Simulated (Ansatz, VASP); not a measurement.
## Au in VASP and in Ansatz

```xyz
1
Lattice="0.0000 2.0075 2.0075 2.0075 0.0000 2.0075 2.0075 2.0075 0.0000" Properties=species:S:1:pos:R:3 pbc="T T T"
Au    0.0000    0.0000    0.0000
```

Change from the starting cell: volume scaled by 0.96.

Alike in both runs: task single point; functional PBEsol; k mesh 11 × 11 × 11; occupations fermi-dirac, width 0.05 eV; no spin polarisation.

|  | VASP | Ansatz |
| --- | --- | --- |
| version | VASP 6.6.1 | Ansatz 0.2.0 |
| potentials or method | VASP PAW PBE potentials, release 64 (Au), cutoff 520 eV | all-electron LAPW, scalar-relativistic |

Ansatz gave:

| Item | Value |
| --- | --- |
| gap on the k mesh at the Fermi level (eV) | none |
| pressure (GPa) | 10.1 |

What did VASP give for the same quantities?

gap on the k mesh at the Fermi level (eV): none; pressure (GPa): 9.8.

VASP's potentials were made for PBE, not for PBEsol. A gap of «none» marks a metal or a gap that the smearing closes. Ansatz ran all-electron here, and VASP with PAW potentials.

Neither program's run includes spin-orbit coupling.
